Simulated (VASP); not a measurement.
# SnSe (Fm-3m) in VASP: notebook

SnSe is run at these levels: PBE0; tasks: single point.

Program: VASP 6.6.1. These are calculated values, not measurements. Logs are shortened: lines on timing, memory, paths and dates and some standing lists are left out, and cuts for length are marked.

### Step 1. The cell of the first run

Symmetry: Fm-3m, No. 225, cubic system. The conventional cell has a = 6.060 Å, b = 6.060 Å, c = 6.060 Å, α = 90.00°, β = 90.00°, γ = 90.00°. Within 4.0 Å of Sn (site symmetry m-3m) lie 6 Se at 3.03 Å. Within 4.0 Å of Se (site symmetry m-3m) lie 6 Sn at 3.03 Å.

### Step 2. Single point, PBE0

POSCAR reads:

```
SnSe
1.0
    0.0000000000      3.0299343558      3.0299343558
    3.0299343558      0.0000000000      3.0299343558
    3.0299343558      3.0299343558      0.0000000000
Sn Se
1 1
Direct
    0.0000000000      0.0000000000      0.0000000000
    0.5000000000      0.5000000000      0.5000000000
```

INCAR.step1 reads:

```
PREC = Accurate
ENCUT = 520
EDIFF = 1E-5
ISMEAR = -1
SIGMA = 0.05
LREAL = False
LASPH = True
NELM = 60
ALGO = Normal
ISIF = 2
LWAVE = True
NBANDS = 17
GGA = PE
```

INCAR.step2 reads:

```
PREC = Accurate
ENCUT = 520
EDIFF = 1E-7
ISMEAR = -1
SIGMA = 0.05
LREAL = False
LASPH = True
NELM = 60
ALGO = Normal
ISIF = 2
LWAVE = False
LCHARG = True
GGA = PE
LHFCALC = True
AEXX = 0.25
PRECFOCK = Normal
LELF = True
LVHAR = True
NBANDS = 17
ISTART = 1
```

KPOINTS reads:

```
regular mesh
0
Gamma
  6 6 6
```

Potentials or basis: VASP PAW PBE potentials, release 64 (Sn_d, Se).

Launch:

```console
$ cat potpaw_PBE.64/Sn_d/POTCAR potpaw_PBE.64/Se/POTCAR > POTCAR
$ cp INCAR.step1 INCAR
$ mpirun -np 1 vasp_std > vasp.out
$ cp INCAR.step2 INCAR
$ mpirun -np 1 vasp_std > vasp.out
```

OUTCAR:

```text
PREC = Accurate
   ENCUT = 520
   EDIFF = 1E-7
   ISMEAR = -1
   LREAL = False
   LASPH = True
   NELM = 60
   ISIF = 2
   GGA = PE
   LHFCALC = True
   AEXX = 0.25
   PRECFOCK = Normal
   ISTART = 1

 ion  position               nearest neighbor table
   1  0.000  0.000  0.000-   2 3.03   2 3.03   2 3.03   2 3.03   2 3.03   2 3.03
   2  0.500  0.500  0.500-   1 3.03   1 3.03   1 3.03   1 3.03   1 3.03   1 3.03

  LATTYP: Found a face centered cubic cell.
 ALAT       =     6.0598687116

  Lattice vectors:

 A1 = (   0.0000000000,   3.0299343558,   3.0299343558)
 A2 = (   3.0299343558,   0.0000000000,   3.0299343558)
 A3 = (   3.0299343558,   3.0299343558,   0.0000000000)

Analysis of symmetry for initial positions (statically):
=====================================================================
 Subroutine PRICEL returns:
 Original cell was already a primitive cell.

 Routine SETGRP: Setting up the symmetry group for a
 face centered cubic supercell.

 Subroutine GETGRP returns: Found 48 space group operations
 (whereof 48 operations were pure point group operations)
 out of a pool of 48 trial point group operations.

The static configuration has the point symmetry O_h .

Analysis of symmetry for dynamics (positions and initial velocities):
=====================================================================
 Subroutine PRICEL returns:
 Original cell was already a primitive cell.

 Routine SETGRP: Setting up the symmetry group for a
 face centered cubic supercell.

 Subroutine GETGRP returns: Found 48 space group operations
 (whereof 48 operations were pure point group operations)
 out of a pool of 48 trial point group operations.

The dynamic configuration has the point symmetry O_h .

 Subroutine INISYM returns: Found 48 space group operations
 (whereof 48 operations are pure point group operations),
 and found     1 'primitive' translations

----------------------------------------------------------------------------------------

                                     Primitive cell

  volume of cell :      55.6326

  direct lattice vectors                    reciprocal lattice vectors
     0.000000000  3.029934356  3.029934356    -0.165020077  0.165020077  0.165020077
     3.029934356  0.000000000  3.029934356     0.165020077 -0.165020077  0.165020077
     3.029934356  3.029934356  0.000000000     0.165020077  0.165020077 -0.165020077

  length of vectors
     4.284974259  4.284974259  4.284974259     0.285823157  0.285823157  0.285823157

  position of ions in fractional coordinates (direct lattice)
     0.000000000  0.000000000  0.000000000
     0.500000000  0.500000000  0.500000000

  ion indices of the primitive-cell ions
   primitive index   ion index
                 1           1
                 2           2

----------------------------------------------------------------------------------------

 KPOINTS: regular mesh

Automatic generation of k-mesh.
 Grid dimensions read from file:
 generate k-points for:    6    6    6

 Generating k-lattice:

  Cartesian coordinates                     Fractional coordinates (reciprocal lattice)
    -0.027503346  0.027503346  0.027503346     0.166666667  0.000000000  0.000000000
     0.027503346 -0.027503346  0.027503346     0.000000000  0.166666667  0.000000000
     0.027503346  0.027503346 -0.027503346     0.000000000  0.000000000  0.166666667

  Length of vectors
     0.047637193  0.047637193  0.047637193

  Shift w.r.t. Gamma in fractional coordinates (k-lattice)
     0.000000000  0.000000000  0.000000000

 Subroutine IBZKPT returns following result:
 ===========================================

 Found     16 irreducible k-points:

 Following reciprocal coordinates:
            Coordinates               Weight
  0.000000  0.000000  0.000000      1.000000
  0.166667  0.000000  0.000000      8.000000
  0.333333  0.000000  0.000000      8.000000
  0.500000  0.000000  0.000000      4.000000
  0.166667  0.166667  0.000000      6.000000
  0.333333  0.166667  0.000000     24.000000
[... 8 lines left out ...]
 -0.333333  0.333333  0.166667     24.000000
 -0.333333  0.500000  0.166667     12.000000
   k-points           NKPTS =     16   k-points in BZ     NKDIM =    216   number of bands    NBANDS=     17
   number of dos      NEDOS =    301   number of ions     NIONS =      2
   total plane-waves  NPLWV =  32768
   dimension x,y,z NGX =    32 NGY =   32 NGZ =   32
   dimension x,y,z NGXF=    64 NGYF=   64 NGZF=   64
   ions per type =               1   1
   NGX,Y,Z   is equivalent  to a cutoff of  12.42, 12.42, 12.42 a.u.
   NGXF,Y,Z  is equivalent  to a cutoff of  24.83, 24.83, 24.83 a.u.
 SYSTEM =  unknown system
   PREC   = accura    normal or accurate (medium, high low for compatibility)
   ISTART =      1    job   : 0-new  1-cont  2-samecut
   ICHARG =      0    charge: 1-file 2-atom 10-const
   ISPIN  =      1    spin polarized calculation?
   LNONCOLLINEAR =      F non collinear calculations
   LSORBIT =      F    spin-orbit coupling
   LASPH  =      T    aspherical Exc in radial PAW
   ENCUT  =  520.0 eV  38.22 Ry    6.18 a.u.   7.97  7.97  7.97*2*pi/ulx,y,z
   NELM   =     60;   NELMIN=  2; NELMDL=  0     # of ELM steps
   EDIFF  = 0.1E-06   stopping-criterion for ELM
   LREAL  =      F    real-space projection
   EDIFFG = 0.1E-05   stopping-criterion for IOM
   NSW    =      0    number of steps for IOM
   IBRION =     -1    ionic relax: 0-MD 1-quasi-New 2-CG
   NFREE  =      0    steps in history (QN), initial steepest desc. (CG)
   ISIF   =      2    stress and relaxation
   ISYM   =      3    0-nonsym 1-usesym 2-fastsym
   POTIM  = 0.5000    time-step for ionic-motion
   TEBEG  =    0.0;   TEEND  =   0.0 temperature during run
   PSTRESS=    0.0 pullay stress
   NELECT =      20.0000    total number of electrons
   NUPDOWN=      -1.0000    fix difference up-down
   EMIN   =  10.00;   EMAX   =-10.00  energy-range for DOS
   EFERMI =   0.00;   METHOD = LEGACY
   ISMEAR =    -1;   SIGMA  =   0.05  broadening in eV -4-tet -1-fermi 0-gaus
   EFERMI_NEDOS =   21; number of points for ismear=-14 and -15
   IALGO  =     38    algorithm
   IMIX   =      1    mixing-type and parameters
     AMIX     =   0.40;   BMIX     =  1.00
     AMIX_MAG =   1.60;   BMIX_MAG =  1.00
  volume/ion in A,a.u.               =      27.82       187.71
  Fermi-wavevector in a.u.,A,eV,Ry     =   1.164059  2.199752 18.436344  1.355033
  Thomas-Fermi vector in A             =   2.300601
   LORBIT       =      0    0 simple, 1 ext, 2 COOP (PROOUT), +10 PAW based schemes
   GGA     = PE    functional components
   LHFCALC =     T    Hartree Fock is set to
   PRECFOCK=normal    Normal, Fast or Accurate (Low or Medium for compatibility)
   ENCUT4O =  -1.0   cutoff for four orbital integrals eV
   NKREDX  =     1    reduce k-point grid by
   NKREDY  =     1    reduce k-point grid by
   NKREDZ  =     1    reduce k-point grid by
   AEXX    =    0.2500 exact exchange contribution
   HFSCREEN=    0.0000 screening length (either q_TF or 0.3 A-1)
   HFSCREENC=   0.0000 screening length for correlation (either q_TF or 0.3 A-1)
   ENCUTFOCK=  -1.0 apply spherical cutoff to Coloumb kernel
   IVDW    =     0    specifies the selected vdW correction
   LEPSILON=     F    determine dielectric tensor
   LRPA    =     F    only Hartree local field effects (RPA)
 non-spin polarized calculation
  energy-cutoff  :      520.00
  volume of cell :       55.63
 maximum number of plane-waves:      1524
  NGX = 24; NGY = 24; NGZ = 24

 number of electron      19.9999999 magnetization

 Free energy of the ion-electron system (eV)
  ---------------------------------------------------
  ext. energy  EPLUGINS =         0.00000000
  ---------------------------------------------------
  free energy    TOTEN  =       -10.75157403 eV

  energy without entropy =      -10.75151372  energy(sigma->0) =      -10.75154388

 E-fermi :   5.6278     XC(G=0):  -7.5367

 val. band max:        5.3242509852   @ k =   0.5000   0.0000   0.0000
 cond. band min:       5.9313957574   @ k =   0.5000   0.0000   0.0000
 fundamental gap:      0.6071447722
 Fermi energy:         5.6278233355

 k-point     1 :       0.0000    0.0000    0.0000
  band No.  band energies     occupation
      1     -19.1531      2.00000
      2     -19.1531      2.00000
      3     -19.1485      2.00000
      4     -19.1485      2.00000
      5     -19.1485      2.00000
      6     -10.5276      2.00000
[... 9 lines left out ...]
     16      11.9750      0.00000
     17      14.3500      0.00000

 k-point     2 :       0.1667    0.0000    0.0000
  band No.  band energies     occupation
      1     -19.1550      2.00000
      2     -19.1550      2.00000
      3     -19.1481      2.00000
      4     -19.1461      2.00000
      5     -19.1461      2.00000
      6     -10.3213      2.00000
[... 9 lines left out ...]
     16      12.6410      0.00000
     17      16.1399      0.00000

 k-point     3 :       0.3333    0.0000    0.0000
  band No.  band energies     occupation
      1     -19.1592      2.00000
      2     -19.1592      2.00000
      3     -19.1472      2.00000
      4     -19.1404      2.00000
      5     -19.1404      2.00000
      6      -9.8276      2.00000
[... 9 lines left out ...]
     16      14.3598      0.00000
     17      18.1364      0.00000

 k-point     4 :       0.5000    0.0000    0.0000
  band No.  band energies     occupation
      1     -19.1614      2.00000
      2     -19.1614      2.00000
      3     -19.1467      2.00000
      4     -19.1375      2.00000
      5     -19.1375      2.00000
      6      -9.5174      2.00000
[... 9 lines left out ...]
     16      16.5657      0.00000
     17      16.5657      0.00000
[... 183 lines left out ...]
      1     -19.1685      2.00000
      2     -19.1538      2.00000
      3     -19.1484      2.00000
      4     -19.1388      2.00000
      5     -19.1370      2.00000
      6      -9.4858      2.00000
[... 9 lines left out ...]
     16      16.2719      0.00000
     17      16.7588      0.00000

 k-point    15 :      -0.3333    0.3333    0.1667
  band No.  band energies     occupation
      1     -19.1696      2.00000
      2     -19.1552      2.00000
      3     -19.1439      2.00000
      4     -19.1425      2.00000
      5     -19.1348      2.00000
      6      -9.2767      2.00000
[... 9 lines left out ...]
     16      17.7796      0.00000
     17      17.8049      0.00000

 k-point    16 :      -0.3333    0.5000    0.1667
  band No.  band energies     occupation
      1     -19.1752      2.00000
      2     -19.1511      2.00000
      3     -19.1493      2.00000
      4     -19.1383      2.00000
      5     -19.1327      2.00000
      6      -9.1976      2.00000
[... 9 lines left out ...]
     16      17.4892      0.00000
     17      19.1552      0.00000

------------------------ aborting loop because EDIFF is reached ----------------------------------------

  FORCE on cell =-STRESS in cart. coord.  units (eV):
  Direction    XX          YY          ZZ          XY          YZ          ZX
  --------------------------------------------------------------------------------------
  -------------------------------------------------------------------------------------
  Total       -0.5520248     -0.5520248     -0.5520248     -0.0000000     -0.0000000      0.0000000
  in kB      -15.8978925    -15.8978925    -15.8978925     -0.0000000     -0.0000000      0.0000000
  external PRESSURE =     -15.8978925 kB  Pullay stress =       0.0000000 kB

 VOLUME and BASIS-vectors are now :
 -----------------------------------------------------------------------------
  energy-cutoff  :      520.00
  volume of cell :       55.63
      direct lattice vectors                 reciprocal lattice vectors
     0.000000000  3.029934356  3.029934356    -0.165020077  0.165020077  0.165020077
     3.029934356  0.000000000  3.029934356     0.165020077 -0.165020077  0.165020077
     3.029934356  3.029934356  0.000000000     0.165020077  0.165020077 -0.165020077

 POSITION                                       TOTAL-FORCE (eV/Angst)
 -----------------------------------------------------------------------------------
      0.00000      0.00000      0.00000        -0.000000     -0.000000     -0.000000
      3.02993      3.02993      3.02993         0.000000      0.000000      0.000000
 -----------------------------------------------------------------------------------
    total drift:                                0.000000     -0.000000      0.000000

  FREE ENERGIE OF THE ION-ELECTRON SYSTEM (eV)
  ---------------------------------------------------
  free  energy   TOTEN  =       -10.7515740321 eV

  energy  without entropy=      -10.7515137179  energy(sigma->0) =      -10.75154388
```

Run time: 57 min. Hardware: 1 thread of Intel Xeon Platinum 8259CL at 2.50GHz (Skylake/Cascade Lake), shared host; peak memory 0.21 GiB.

What came out:

```
Free energy            : -10.7516 eV
Pressure               : -1.6 GPa
Band gap on the k mesh : 0.61 eV
```

Caveat: the PAW data sets were made with another functional, which shifts forces and pressure a little; spin-orbit coupling is left out, which moves the levels of the heavy elements. A k mesh can miss the band edges.

### Step 3. Single point, PBE0, non-collinear spin, zero start, spin-orbit coupling

This run uses another cell than the first one, of 27.27 Å³/atom.

POSCAR reads:

```
SnSe
1.0
    0.0000000000      3.0100000000      3.0100000000
    3.0100000000      0.0000000000      3.0100000000
    3.0100000000      3.0100000000      0.0000000000
Sn Se
1 1
Direct
    0.0000000000      0.0000000000      0.0000000000
    0.5000000000      0.5000000000      0.5000000000
```

INCAR.step1 reads:

```
PREC = Accurate ; ENCUT = 520
EDIFF = 1E-5 ; ISMEAR = -1
SIGMA = 0.05 ; LREAL = False
LASPH = True ; NELM = 150
ALGO = Normal ; ISIF = 2
LWAVE = True ; MAGMOM = 0 0 0 0 0 0
LORBIT = 11 ; LSORBIT = True
GGA_COMPAT = False ; LORBMOM = True
NBANDS = 32 ; GGA = PE
KPAR = 2
```

INCAR.step2 reads:

```
PREC = Accurate ; ENCUT = 520
EDIFF = 1E-6 ; ISMEAR = -1
SIGMA = 0.05 ; LREAL = False
LASPH = True ; NELM = 150
ALGO = Normal ; ISIF = 2
LWAVE = False ; LCHARG = True
MAGMOM = 0 0 0 0 0 0 ; LORBIT = 11
LSORBIT = True ; GGA_COMPAT = False
LORBMOM = True ; GGA = PE
LHFCALC = True ; AEXX = 0.25
PRECFOCK = Normal ; LVHAR = True
NBANDS = 32 ; ISTART = 1
KPAR = 2
```

KPOINTS reads:

```
regular mesh
0
Gamma
  4 4 4
```

Potentials or basis: VASP PAW PBE potentials, release 64 (Sn_d, Se).

Launch:

```console
$ cat potpaw_PBE.64/Sn_d/POTCAR potpaw_PBE.64/Se/POTCAR > POTCAR
$ cp INCAR.step1 INCAR
$ mpirun -np 2 vasp_ncl > vasp.out
$ cp INCAR.step2 INCAR
$ mpirun -np 2 vasp_ncl > vasp.out
```

It took 30 min on 2 MPI ranks of Intel Xeon Platinum 8375C at 2.90GHz (Ice Lake), shared host; peak memory 0.33 GiB.

It converged, with:

```
Free energy                                           : -10.8827 eV
Pressure                                              : -2.0 GPa
Net moment                                            : 0.00 μB per cell
Valence electrons inside the program's atomic spheres : Sn 12.05; Se 3.84
```

Moments on the atoms (μB; x, y, z):
```
Sn  0.00 0.00 0.00
Se  0.00 0.00 0.00
```

Caveat: the k points lie up to 0.45 Å⁻¹ apart; the PAW data sets were made with another functional, which shifts forces and pressure a little.

### Step 4. Single point, PBE0

This run uses another cell than the first one, of 27.27 Å³/atom.

POSCAR is that of step 3.

INCAR.step1 reads:

```
PREC = Accurate
ENCUT = 520
EDIFF = 1E-5
ISMEAR = -1
SIGMA = 0.05
LREAL = False
LASPH = True
NELM = 60
ALGO = Normal
ISIF = 2
LWAVE = True
LCHARG = False
NBANDS = 17
GGA = PE
```

INCAR.step2 reads:

```
PREC = Accurate
ENCUT = 520
EDIFF = 1E-7
ISMEAR = -1
SIGMA = 0.05
LREAL = False
LASPH = True
NELM = 60
ALGO = Normal
ISIF = 2
LWAVE = False
LCHARG = False
GGA = PE
LHFCALC = True
AEXX = 0.25
PRECFOCK = Normal
NBANDS = 17
ISTART = 1
```

KPOINTS reads:

```
Automatic mesh
0
Gamma
  6 6 6
```

Launch:

```console
$ cat potpaw_PBE.64/Sn_d/POTCAR potpaw_PBE.64/Se/POTCAR > POTCAR
$ cp INCAR.step1 INCAR
$ mpirun -np 1 vasp_std > vasp.out
$ cp INCAR.step2 INCAR
$ mpirun -np 1 vasp_std > vasp.out
```

Run time: 1.7 h. Hardware: 1 thread of Oxide Virtual Turin-like, shared host; peak memory 0.18 GiB.

It converged, with:

| Item | Value |
| --- | --- |
| Free energy | -10.7589 eV |
| Pressure | -0.6 GPa |
| Band gap on the k mesh | 0.72 eV |

Levels at points of the mesh, in eV from the valence-band top:
```
           k point  band 8  band 9  band 10  band 11  band 12  band 13
(0.00, 0.00, 0.00)   -3.09   -3.09    -3.09     5.28     5.28     5.28
(0.50, 0.00, 0.00)   -2.81   -2.81     0.00     0.72     1.78     1.78
(0.50, 0.50, 0.00)   -6.76   -4.70    -4.70     3.60     6.41     6.41
```

Caveat: the PAW data sets were made with another functional, which shifts forces and pressure a little; spin-orbit coupling is left out, which moves the levels of the heavy elements.

### Step 5. Summary

| spin | cell | k mesh | gap on the mesh (eV) | pressure (GPa) |
| --- | --- | --- | --- | --- |
| off | a = 4.285 Å, angles 60.0°, 2 atoms | 6 × 6 × 6 | 0.61 | -1.6 |
| non-collinear, zero start, SOC | a = 4.257 Å, angles 60.0°, 2 atoms | 4 × 4 × 4 | - | -2.0 |
| off | a = 4.257 Å, angles 60.0°, 2 atoms | 6 × 6 × 6 | 0.72 | -0.6 |

Alike in all rows: task single point; level PBE0; potentials or basis VASP PAW PBE potentials, release 64 (Sn_d, Se); cutoff (eV) 520; smearing fermi-dirac 0.05 eV.

Caveats: some runs use coarse meshes; the PAW data sets were made with another functional, which shifts forces and pressure a little; spin-orbit coupling is left out, which moves the levels of the heavy elements (at least some runs).

Total energies depend on the potentials used, so only differences within one code and one set of settings carry meaning.
